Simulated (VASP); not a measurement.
Wanted: the native input for a VASP 6.6.1 run.

| Property | Result |
| --- | --- |
| Task | single point |
| Functional | PBEsol |
| Potentials or basis | VASP PAW PBE potentials, release 64 (Ti_sv, Ni) |
| Cutoff | 520 eV |
| k mesh | 18 × 18 × 18 |
| Occupations | gaussian, width 0.1 eV |
| Spin | no spin polarisation |
| Dipole correction | no |
| Further INCAR settings | ALGO = Normal; EDIFF = 1e-06; NBANDS = 18 |

The structure of TiNi lies in POSCAR:

```
TiNi
1.0
    3.1045601944      0.0000000000      0.0000000000
    0.0000000000      3.1045601944      0.0000000000
    0.0000000000      0.0000000000      3.1045601944
Ti Ni
1 1
Direct
    0.5000000000      0.5000000000      0.5000000000
    0.0000000000      0.0000000000      0.0000000000
```

This cell differs from its parent crystal: equal strain along all axes, cell held: +4.5 %.

The input as run:

INCAR

```
SYSTEM = TiNi
ALGO = Normal
EDIFF = 1E-6
ENCUT = 520
GGA = PS
ISIF = 2
ISMEAR = 0
LASPH = .TRUE.
LCHARG = .TRUE.
LELF = .TRUE.
LREAL = .FALSE.
LVHAR = .TRUE.
LWAVE = .FALSE.
NBANDS = 18
NELM = 60
PREC = Accurate
SIGMA = 0.1
```

KPOINTS

```
k-points
0
G
  18 18 18
  0 0 0
```

Potentials or basis: VASP PAW PBE potentials, release 64 (Ti_sv, Ni).

Command:

```bash
$ cat potpaw_PBE.64/Ti_sv/POTCAR potpaw_PBE.64/Ni/POTCAR > POTCAR
$ mpirun -np 1 vasp_std > vasp.out
```

Results of the run:

The pressure is -17.5 GPa. The band gap on the k mesh is zero (bands 11 and 12 overlap by 1.51 eV).

Caveat: the cell differs from its parent crystal (equal strain along all axes, cell held: +4.5 %); the cell stands under tension; the PAW data sets were made with another functional, which shifts forces and pressure a little.

It took 2.8 min on 1 thread of AMD EPYC 7R13, on a shared host, peak memory 0.21 GiB.
